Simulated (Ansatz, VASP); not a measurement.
# InP: VASP beside Ansatz

```xyz
2
Lattice="0.0000 2.5708 2.5708 2.5708 0.0000 2.5708 2.5708 2.5708 0.0000" Properties=species:S:1:pos:R:3 pbc="T T T"
In    0.0000    0.0000    0.0000
P     2.5708    2.5708    2.5708
```

Alike in both runs: task relaxation of cell and atoms; functional r2SCAN; k mesh 14 × 14 × 14; occupations fermi-dirac, width 0.05 eV; no spin polarisation.

|  | VASP | Ansatz |
| --- | --- | --- |
| version | VASP 6.6.1 | Ansatz 0.2.0 |
| potentials or method | VASP PAW PBE potentials, release 64 (In_d, P) | PAW with Ansatz's default frozen-core files, scalar-relativistic |
| plane-wave cutoff (eV) | 600 | 500 |
| valence electrons in the cell | 18 | 18 |

Ansatz gave:

```
relaxed volume (Å³/atom)                                                      : 20.75
relaxed length of the cell vector where the two differ most in proportion (Å) : 3.886
```

Question: Which values does VASP return?

Answer: Relaxed volume (Å³/atom): 20.76; relaxed length of the cell vector where the two differ most in proportion (Å): 3.887.

VASP's potentials were made for PBE, not for r2SCAN.

Noted on VASP's run: the volume moved by over 15 % at a fixed basis, so the end points are rough.
